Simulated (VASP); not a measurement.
# PtSe2 (Sudovikovite) (P-3m1) in VASP: notebook

The runs below take PtSe2 (Sudovikovite) through single point, with r2SCAN+U, PBE.

All numbers are computed with VASP 6.6.1; they aren't measurements. Logs are shortened: lines on timing, memory, paths and dates and some standing lists are left out, and cuts for length are marked.

**1. The cell of the first run**

It takes space group P-3m1 (No. 164, trigonal). The conventional cell has a = 3.724 Å, b = 3.724 Å, c = 5.062 Å, α = 90.00°, β = 90.00°, γ = 120.00°. Pt (site symmetry -3m) has 6 Se at 2.49 Å within 3.3 Å. Se (site symmetry 3m) has 3 Pt at 2.49 Å within 3.3 Å.

**2. Single point, r2SCAN+U**

Contents of POSCAR:

```
PtSe2
1.0
    3.7240000000      0.0000000000      0.0000000000
   -1.8620000000      3.2250786037      0.0000000000
    0.0000000000      0.0000000000      5.0620000000
Pt Se
1 2
Direct
    0.0000000000      0.0000000000      0.0000000000
    0.6666666667      0.3333333333      0.7500000000
    0.3333333333      0.6666666667      0.2500000000
```

Contents of INCAR.step1:

```
SYSTEM = PtSe2
PREC = Accurate ; ENCUT = 520
ISMEAR = -1 ; SIGMA = 0.1
LREAL = .False. ; LASPH = .True.
NELM = 150 ; LMAXMIX = 4
LDAU = .True. ; LDAUTYPE = 2
LDAUL = 2 -1 ; LDAUU = 3 0
LDAUJ = 0 0 ; NBANDS = 18
GGA = PE ; ALGO = Normal
EDIFF = 1E-4 ; LWAVE = .True.
LCHARG = .False.
```

Contents of INCAR.step2:

```
SYSTEM = PtSe2
PREC = Accurate ; ENCUT = 520
EDIFF = 1E-7 ; ISMEAR = -1
SIGMA = 0.1 ; LREAL = .False.
LASPH = .True. ; NELM = 150
ALGO = Normal ; ISIF = 2
LWAVE = .False. ; LCHARG = .True.
LMAXMIX = 4 ; LDAU = .True.
LDAUTYPE = 2 ; LDAUL = 2 -1
LDAUU = 3 0 ; LDAUJ = 0 0
LDAUPRINT = 1 ; METAGGA = R2SCAN
LMIXTAU = .True. ; LELF = .True.
LVHAR = .True. ; NBANDS = 18
ISTART = 1
```

Contents of KPOINTS:

```
Automatic mesh
0
Gamma
  13 13 9
  0 0 0
```

Potentials or basis: VASP PAW PBE potentials, release 64 (Pt, Se).

Command:

```
$ cat potpaw_PBE.64/Pt/POTCAR potpaw_PBE.64/Se/POTCAR > POTCAR
$ cp INCAR.step1 INCAR
$ mpirun -np 1 vasp_std > vasp.out
$ cp INCAR.step2 INCAR
$ mpirun -np 1 vasp_std > vasp.out
```

OUTCAR:

```text
SYSTEM = PtSe2
   PREC = Accurate
   ENCUT = 520
   EDIFF = 1E-7
   ISMEAR = -1
   LREAL = .False.
   LASPH = .True.
   NELM = 150
   ISIF = 2
   METAGGA = R2SCAN
   ISTART = 1

 ion  position               nearest neighbor table
   1  0.000  0.000  0.000-   2 2.49   3 2.49   2 2.49   3 2.49   2 2.49   3 2.49
   2  0.667  0.333  0.750-   1 2.49   1 2.49   1 2.49
   3  0.333  0.667  0.250-   1 2.49   1 2.49   1 2.49

  LATTYP: Found a hexagonal cell.
 ALAT       =     3.7240000000
 C/A-ratio  =     1.3592910849

  Lattice vectors:

 A1 = (   3.7240000000,   0.0000000000,   0.0000000000)
 A2 = (  -1.8620000000,   3.2250786037,   0.0000000000)
 A3 = (   0.0000000000,   0.0000000000,   5.0620000000)

Analysis of symmetry for initial positions (statically):
=====================================================================
 Subroutine PRICEL returns:
 Original cell was already a primitive cell.

 Routine SETGRP: Setting up the symmetry group for a
 hexagonal supercell.

 Subroutine GETGRP returns: Found 12 space group operations
 (whereof 12 operations were pure point group operations)
 out of a pool of 24 trial point group operations.

The static configuration has the point symmetry D_3d.

Analysis of symmetry for dynamics (positions and initial velocities):
=====================================================================
 Subroutine PRICEL returns:
 Original cell was already a primitive cell.

 Routine SETGRP: Setting up the symmetry group for a
 hexagonal supercell.

 Subroutine GETGRP returns: Found 12 space group operations
 (whereof 12 operations were pure point group operations)
 out of a pool of 24 trial point group operations.

The dynamic configuration has the point symmetry D_3d.

 Subroutine INISYM returns: Found 12 space group operations
 (whereof 12 operations are pure point group operations),
 and found     1 'primitive' translations

----------------------------------------------------------------------------------------

                                     Primitive cell

  volume of cell :      60.7956

  direct lattice vectors                    reciprocal lattice vectors
     3.724000000  0.000000000  0.000000000     0.268528464  0.155034981  0.000000000
    -1.862000000  3.225078604  0.000000000     0.000000000  0.310069962  0.000000000
     0.000000000  0.000000000  5.062000000     0.000000000  0.000000000  0.197550375

  length of vectors
     3.724000000  3.724000000  5.062000000     0.310069962  0.310069962  0.197550375

  position of ions in fractional coordinates (direct lattice)
     0.000000000  0.000000000  0.000000000
     0.666666667  0.333333333  0.750000000
     0.333333333  0.666666667  0.250000000

  ion indices of the primitive-cell ions
   primitive index   ion index
                 1           1
                 2           2
                 3           3

----------------------------------------------------------------------------------------

 KPOINTS: Automatic mesh

Automatic generation of k-mesh.
 Grid dimensions read from file:
 generate k-points for:   13   13    9

 Generating k-lattice:

  Cartesian coordinates                     Fractional coordinates (reciprocal lattice)
     0.020656036  0.011925768  0.000000000     0.076923077  0.000000000  0.000000000
     0.000000000  0.023851536  0.000000000     0.000000000  0.076923077  0.000000000
     0.000000000  0.000000000  0.021950042     0.000000000  0.000000000  0.111111111

  Length of vectors
     0.023851536  0.023851536  0.021950042

  Shift w.r.t. Gamma in fractional coordinates (k-lattice)
     0.000000000  0.000000000  0.000000000
[... 38 lines left out ...]
   ions per type =               1   2
   NGX,Y,Z   is equivalent  to a cutoff of  12.50, 12.50, 13.14 a.u.
   NGXF,Y,Z  is equivalent  to a cutoff of  25.00, 25.00, 26.27 a.u.
 SYSTEM =  PtSe2
   PREC   = accura    normal or accurate (medium, high low for compatibility)
   ISTART =      1    job   : 0-new  1-cont  2-samecut
   ICHARG =      0    charge: 1-file 2-atom 10-const
   ISPIN  =      1    spin polarized calculation?
   LNONCOLLINEAR =      F non collinear calculations
   LSORBIT =      F    spin-orbit coupling
   LASPH  =      T    aspherical Exc in radial PAW
   ENCUT  =  520.0 eV  38.22 Ry    6.18 a.u.   6.92  6.92  9.41*2*pi/ulx,y,z
   NELM   =    150;   NELMIN=  2; NELMDL=  0     # of ELM steps
   EDIFF  = 0.1E-06   stopping-criterion for ELM
   LREAL  =      F    real-space projection
   EDIFFG = 0.1E-05   stopping-criterion for IOM
   NSW    =      0    number of steps for IOM
   IBRION =     -1    ionic relax: 0-MD 1-quasi-New 2-CG
   NFREE  =      0    steps in history (QN), initial steepest desc. (CG)
   ISIF   =      2    stress and relaxation
   ISYM   =      2    0-nonsym 1-usesym 2-fastsym
   POTIM  = 0.5000    time-step for ionic-motion
   TEBEG  =    0.0;   TEEND  =   0.0 temperature during run
   PSTRESS=    0.0 pullay stress
   NELECT =      22.0000    total number of electrons
   NUPDOWN=      -1.0000    fix difference up-down
   EMIN   =  10.00;   EMAX   =-10.00  energy-range for DOS
   EFERMI =   0.00;   METHOD = LEGACY
   ISMEAR =    -1;   SIGMA  =   0.10  broadening in eV -4-tet -1-fermi 0-gaus
   EFERMI_NEDOS =   21; number of points for ismear=-14 and -15
   IALGO  =     38    algorithm
   IMIX   =      4    mixing-type and parameters
     AMIX     =   0.40;   BMIX     =  1.00
     AMIX_MAG =   1.60;   BMIX_MAG =  1.00
  volume/ion in A,a.u.               =      20.27       136.76
  Fermi-wavevector in a.u.,A,eV,Ry     =   1.166608  2.204570 18.517184  1.360975
  Thomas-Fermi vector in A             =   2.303119
   LORBIT       =      0    0 simple, 1 ext, 2 COOP (PROOUT), +10 PAW based schemes
 LDA+U is selected, type is set to LDAUTYPE =  2
   angular momentum for each species LDAUL =     2   -1
   U (eV)           for each species LDAUU =   3.0  0.0
   J (eV)           for each species LDAUJ =   0.0  0.0
   METAGGA = R2SCAN    functional components
   LHFCALC =     F    Hartree Fock is set to
   AEXX    =    0.0000 exact exchange contribution
   IVDW    =     0    specifies the selected vdW correction
   LEPSILON=     F    determine dielectric tensor
   LRPA    =     F    only Hartree local field effects (RPA)
 non-spin polarized calculation
  energy-cutoff  :      520.00
  volume of cell :       60.80
 maximum number of plane-waves:      1649
   NGX = 13   NGY = 13   NGZ = 19

atom =   1  type =  1  l = 2

 onsite density matrix

spin component  1

  0.8360 -0.0000 -0.0000  0.1084  0.0000
 -0.0000  0.7749  0.0000  0.0000  0.1084
 -0.0000  0.0000  0.9157 -0.0000  0.0000
  0.1084  0.0000 -0.0000  0.7749  0.0000
  0.0000  0.1084  0.0000  0.0000  0.8360

spin component  2

  0.8360 -0.0000 -0.0000  0.1084  0.0000
 -0.0000  0.7749  0.0000  0.0000  0.1084
 -0.0000  0.0000  0.9157 -0.0000  0.0000
  0.1084  0.0000 -0.0000  0.7749  0.0000
  0.0000  0.1084  0.0000  0.0000  0.8360

 occupancies and eigenvectors

  o =  0.6928  v =  0.6036  0.0000  0.0000 -0.7973 -0.0000  0.0000  0.0000  0.0000  0.0000  0.0000      0.0000  0.0000  0.0000  0.0000  0.0000  0.0000  0.0000  0.0000  0.0000  0.0000
  o =  0.6928  v =  0.0000  0.0000  0.0000  0.0000  0.0000  0.6036  0.0000  0.0000 -0.7973 -0.0000      0.0000  0.0000  0.0000  0.0000  0.0000  0.0000  0.0000  0.0000  0.0000  0.0000
  o =  0.6928  v =  0.0000  0.7973  0.0000  0.0000 -0.6036  0.0000  0.0000  0.0000  0.0000  0.0000      0.0000  0.0000  0.0000  0.0000  0.0000  0.0000  0.0000  0.0000  0.0000  0.0000
  o =  0.6928  v =  0.0000  0.0000  0.0000  0.0000  0.0000  0.0000  0.7973  0.0000  0.0000 -0.6036      0.0000  0.0000  0.0000  0.0000  0.0000  0.0000  0.0000  0.0000  0.0000  0.0000
  o =  0.9157  v =  0.0000  0.0000 -1.0000  0.0000  0.0000  0.0000  0.0000  0.0000  0.0000  0.0000      0.0000  0.0000  0.0000  0.0000  0.0000  0.0000  0.0000  0.0000  0.0000  0.0000
  o =  0.9157  v =  0.0000  0.0000  0.0000  0.0000  0.0000  0.0000  0.0000 -1.0000  0.0000  0.0000      0.0000  0.0000  0.0000  0.0000  0.0000  0.0000  0.0000  0.0000  0.0000  0.0000
  o =  0.9180  v = -0.7973  0.0000  0.0000 -0.6036 -0.0000  0.0000  0.0000  0.0000  0.0000  0.0000      0.0000  0.0000  0.0000  0.0000  0.0000  0.0000  0.0000  0.0000  0.0000  0.0000
  o =  0.9180  v =  0.0000  0.0000  0.0000  0.0000  0.0000 -0.7973  0.0000  0.0000 -0.6036 -0.0000      0.0000  0.0000  0.0000  0.0000  0.0000  0.0000  0.0000  0.0000  0.0000  0.0000
  o =  0.9180  v =  0.0000  0.0000  0.0000  0.0000  0.0000  0.0000 -0.6036 -0.0000  0.0000 -0.7973      0.0000  0.0000  0.0000  0.0000  0.0000  0.0000  0.0000  0.0000  0.0000  0.0000
  o =  0.9180  v =  0.0000 -0.6036 -0.0000  0.0000 -0.7973  0.0000  0.0000  0.0000  0.0000  0.0000      0.0000  0.0000  0.0000  0.0000  0.0000  0.0000  0.0000  0.0000  0.0000  0.0000

 number of electron      21.9999999 magnetization

 Free energy of the ion-electron system (eV)
  ---------------------------------------------------
  ext. energy  EPLUGINS =         0.00000000
  ---------------------------------------------------
  free energy    TOTEN  =       -79.35987788 eV

  energy without entropy =      -79.34221834  energy(sigma->0) =      -79.35104811

 E-fermi :   6.2258     XC(G=0): -11.2485

 val. band max:        6.2176816197   @ k =   0.0000   0.1538   0.2222
 cond. band min:       6.2368981864   @ k =   0.0769   0.0000   0.1111
 fundamental gap:      0.0192165667
 Fermi energy:         6.2257935199

 k-point     1 :       0.0000    0.0000    0.0000
  band No.  band energies     occupation
      1     -10.0340      2.00000
      2      -7.1080      2.00000
      3      -1.4651      2.00000
      4      -0.7493      2.00000
      5      -0.7493      2.00000
      6       1.3176      2.00000
[... 481 lines left out ...]
      5      -0.6587      2.00000
      6       1.2577      2.00000
[... 10 lines left out ...]
     17      14.4756      0.00000
     18      16.9304      0.00000

 [... further k-points ...]

------------------------ aborting loop because EDIFF is reached ----------------------------------------

  FORCE on cell =-STRESS in cart. coord.  units (eV):
  Direction    XX          YY          ZZ          XY          YZ          ZX
  --------------------------------------------------------------------------------------
  -------------------------------------------------------------------------------------
  Total        1.1625179      1.1625179      1.4772082      0.0000000     -0.0000000      0.0000000
  in kB       30.6364272     30.6364272     38.9296204      0.0000000     -0.0000000      0.0000000
  external PRESSURE =      33.4008250 kB  Pullay stress =       0.0000000 kB

 VOLUME and BASIS-vectors are now :
 -----------------------------------------------------------------------------
  energy-cutoff  :      520.00
  volume of cell :       60.80
      direct lattice vectors                 reciprocal lattice vectors
     3.724000000  0.000000000  0.000000000     0.268528464  0.155034981  0.000000000
    -1.862000000  3.225078604  0.000000000     0.000000000  0.310069962  0.000000000
     0.000000000  0.000000000  5.062000000     0.000000000  0.000000000  0.197550375

 POSITION                                       TOTAL-FORCE (eV/Angst)
 -----------------------------------------------------------------------------------
      0.00000      0.00000      0.00000        -0.000000      0.000000      0.000000
      1.86200      1.07503      3.79650        -0.000000     -0.000000     -0.269187
     -0.00000      2.15005      1.26550         0.000000      0.000000      0.269187
 -----------------------------------------------------------------------------------
    total drift:                               -0.000000     -0.000000     -0.000000

  FREE ENERGIE OF THE ION-ELECTRON SYSTEM (eV)
  ---------------------------------------------------
  free  energy   TOTEN  =       -79.3598778760 eV

  energy  without entropy=      -79.3422183440  energy(sigma->0) =      -79.35104811
```

Run time: 10 min. Hardware: 1 thread of Intel Xeon 6975P-C, shared host; peak memory 0.31 GiB.

What came out:

- Free energy: -79.3599 eV
- Pressure: 3.3 GPa
- Largest force: 0.269 eV/Å
- Band gap on the k mesh: zero (band 11 reaches 6.66 eV, above the bottom of band 12 at 6.20 eV)

Forces in eV/Å, atoms in the order of the input:
```
Pt   0.000  0.000  0.000
Se   0.000  0.000 -0.269
Se   0.000  0.000  0.269
```

Eigenvalues of the final occupation matrices:
| site | spin | trace | eigenvalues |
| --- | --- | --- | --- |
| site 1 d | 1 | 4.14 | 0.69 0.69 0.92 0.92 0.92 |
| site 1 d | 2 | 4.14 | 0.69 0.69 0.92 0.92 0.92 |

Caveat: the PAW data sets were made with another functional, which shifts forces and pressure a little; spin-orbit coupling is left out, which moves the levels of the heavy elements; U without spin polarisation on a metal has little footing.

**3. Single point, PBE**

Contents of INCAR:

```
ALGO = Normal ; EDIFF = 1E-6
ENCUT = 500 ; GGA = PE
GGA_COMPAT = False ; ISIF = 2
ISMEAR = -1 ; LASPH = True
LCHARG = True ; LELF = True
LREAL = False ; LVHAR = True
LWAVE = False ; NBANDS = 18
NELM = 120 ; PREC = Accurate
SIGMA = 0.02
```

Contents of KPOINTS:

```
k-points
0
Gamma
  4 4 2
```

POSCAR is that of step 2.

Potentials or basis: VASP PAW PBE potentials, release 64 (Pt, Se).

Command:

```
$ cat potpaw_PBE.64/Pt/POTCAR potpaw_PBE.64/Se/POTCAR > POTCAR
$ mpirun -np 1 vasp_std > vasp.out
```

Wall time 9.5 s (1 thread of AMD EPYC 7R43 (Zen 3), shared host); peak memory 0.14 GiB.

Results (log left out):

- Free energy: -14.2494 eV
- Pressure: 7.0 GPa
- Largest force: 0.637 eV/Å
- Band gap on the k mesh: zero (band 11 reaches 6.92 eV, above the bottom of band 12 at 6.72 eV)

Forces in eV/Å, atoms in the order of the input:
```
Pt   0.000  0.000  0.000
Se   0.000  0.000 -0.637
Se   0.000  0.000  0.637
```

Stress tensor (GPa, compression positive):
```
7.78 0.00 0.00
0.00 7.78 0.00
0.00 0.00 5.49
```

Levels at points of the mesh, in eV from the Fermi level:
| k point | band 9 | band 10 | band 11 | band 12 | band 13 | band 14 |
| --- | --- | --- | --- | --- | --- | --- |
| (0.00, 0.00, 0.00) | -1.22 | -1.22 | 0.23 | 1.32 | 1.32 | 3.45 |
| (0.50, 0.00, 0.00) | -3.65 | -3.57 | -3.13 | 0.52 | 2.21 | 4.63 |
| (0.00, 0.00, 0.50) | -1.87 | -1.66 | -1.66 | 2.16 | 2.16 | 4.65 |
| (0.50, 0.00, 0.50) | -3.37 | -3.01 | -1.54 | 0.84 | 1.38 | 4.41 |

Caveat: the k points lie up to 0.62 Å⁻¹ apart; spin-orbit coupling is left out, which moves the levels of the heavy elements.
